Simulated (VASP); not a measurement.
A run of VASP 6.6.1 is set up as follows.

INCAR

```
  ALGO = Normal
  EDIFF = 1E-6
  ENCUT = 500
  GGA = PE
  GGA_COMPAT = F
  ISIF = 2
  ISMEAR = 0
  IVDW = 12
  LASPH = T
  LCHARG = F
  LREAL = F
  LWAVE = F
  NBANDS = 20
  NELM = 120
  PREC = Accurate
  SIGMA = 0.03
```

The input KPOINTS:

```
k-points
0
Gamma
  12 12 6
```

Contents of POSCAR:

```
SnSe2
1.0
    3.6960000000      0.0000000000      0.0000000000
   -1.8480000000      3.2008298924      0.0000000000
    0.0000000000      0.0000000000      6.6590000000
Sn Se
1 2
Direct
    0.0000000000      0.0000000000      0.0000000000
    0.3333333333      0.6666666667      0.2651331237
    0.6666666667      0.3333333333      0.7348668763
```

Potentials or basis: VASP PAW PBE potentials, release 64 (Sn_d, Se).

Launch:

```sh
$ cat potpaw_PBE.64/Sn_d/POTCAR potpaw_PBE.64/Se/POTCAR > POTCAR
$ mpirun -np 1 vasp_std > vasp.out
```

(1) What does it give for the dispersion energy per atom?

(2) Predict the band gap on the k mesh.

(3) What does it give for the pressure?

Results:

(1) -0.354 eV.

(2) zero (bands 13 and 14 overlap by 0.21 eV).

(3) -1.5 GPa.

Caveat: the stress differs along the axes, from -8 to 2 GPa; semilocal functionals underestimate gaps, and a narrow one can read as zero; spin-orbit coupling is left out, which moves the levels of the heavy elements.
